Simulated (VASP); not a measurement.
Set up this calculation in VASP 6.6.1, as the native input.

```
Task                   : single point
Functional             : PBE
Dispersion             : D3(BJ)
Potentials or basis    : VASP PAW PBE potentials, release 64 (Na_sv, C)
Cutoff                 : 970 eV
k mesh                 : 6 × 6 × 6
Occupations            : gaussian, width 0.1 eV
Spin                   : no spin polarisation
Dipole correction      : no
Mended                 : yes
Further INCAR settings : ALGO = Normal; EDIFF = 1e-06; NBANDS = 30
```

The structure of NaC8 lies in POSCAR:

```
NaC8
1.0
    4.9770354186      0.0000000000      0.0000000000
   -2.4885177093      4.3102391081      0.0000000000
    0.0000000000      0.0000000000      4.4733287909
Na C
1 8
Direct
    0.0000000000      0.0000000000      0.5000000000
    0.3346764184      0.1673382092      0.0000000000
    0.3333333333      0.6666666667      0.0000000000
    0.8326617908      0.1673382092      0.0000000000
    0.8326617908      0.6653235816      0.0000000000
    0.1673382092      0.3346764184      0.0000000000
    0.1673382092      0.8326617908      0.0000000000
    0.6666666667      0.3333333333      0.0000000000
    0.6653235816      0.8326617908      0.0000000000
```

One way to write it, as run:

INCAR

```
SYSTEM = NaC8
  ALGO = Normal
  EDIFF = 1E-6
  ENCUT = 970
  GGA = PE
  GGA_COMPAT = .False.
  ISIF = 2
  ISMEAR = 0
  IVDW = 12
  LASPH = .True.
  LCHARG = .False.
  LREAL = .False.
  LWAVE = .False.
  NBANDS = 30
  NELM = 120
  PREC = Accurate
  SIGMA = 0.1
```

KPOINTS

```
k-points
0
Gamma
  6 6 6
  0 0 0
```

Potentials or basis: VASP PAW PBE potentials, release 64 (Na_sv, C).

Run with:

```sh
$ cat potpaw_PBE.64/Na_sv/POTCAR potpaw_PBE.64/C/POTCAR > POTCAR
$ mpirun -np 1 vasp_std > vasp.out
```

It gave:

```json
{
 "Pressure": "-0.1 GPa",
 "Largest force": "0.004 eV/Å",
 "Band gap on the k mesh": "zero (an odd number of electrons rules out a gap without spin polarisation)",
 "Dispersion energy per atom": "-0.131 eV"
}
```

It took 110 s on 1 thread of Intel(R) Xeon(R) 6975P-C (Granite Rapids), with other jobs on the host, peak memory 0.45 GiB.
